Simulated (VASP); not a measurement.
Here is a VASP 6.6.1 calculation.

File INCAR:

```
PREC     = Accurate       # precision mode
ENCUT    = 520            # plane-wave cutoff, eV
EDIFF    = 1E-6           # SCF threshold, eV
ISMEAR   = -1             # smearing method
SIGMA    = 0.1            # smearing width, eV
LREAL    = F              # projectors in reciprocal space
LASPH    = T              # aspherical terms in the spheres
NELM     = 60             # most SCF steps
ALGO     = Normal         # electronic algorithm
ISIF     = 2              # what is computed and relaxed
LWAVE    = F              # write WAVECAR
LCHARG   = F              # write CHGCAR
GGA      = PE             # functional
NBANDS   = 16             # bands
```

KPOINTS

```
regular mesh
0
Gamma
  7 7 7
```

Contents of POSCAR:

```
Si
1.0
   -3.2956177835      3.2956177835      1.9051439412
    3.2956177835     -3.2956177835      1.9051439412
    3.2956177835      3.2956177835     -1.9051439412
Si
4
Direct
    0.1788010000      0.1788010000      0.3576020000
    0.8211990000      0.8211990000      0.6423980000
    0.1788010000      0.8211990000      0.0000000000
    0.8211990000      0.1788010000      0.0000000000
```

Potentials or basis: VASP PAW PBE potentials, release 64 (Si).

Launch:

```bash
$ cat potpaw_PBE.64/Si/POTCAR > POTCAR
$ mpirun -np 1 vasp_std > vasp.out
```

(1) Estimate the largest force.

(2) Predict the band gap on the k mesh.

(3) Estimate the pressure.

Results:

(1) 0.030 eV/Å.

(2) 0.36 eV (least direct gap 0.60 eV).

(3) 3.8 GPa.

Caveat: the cell stands under pressure; an odd mesh through Γ misses points on the zone boundary, where band edges can lie.
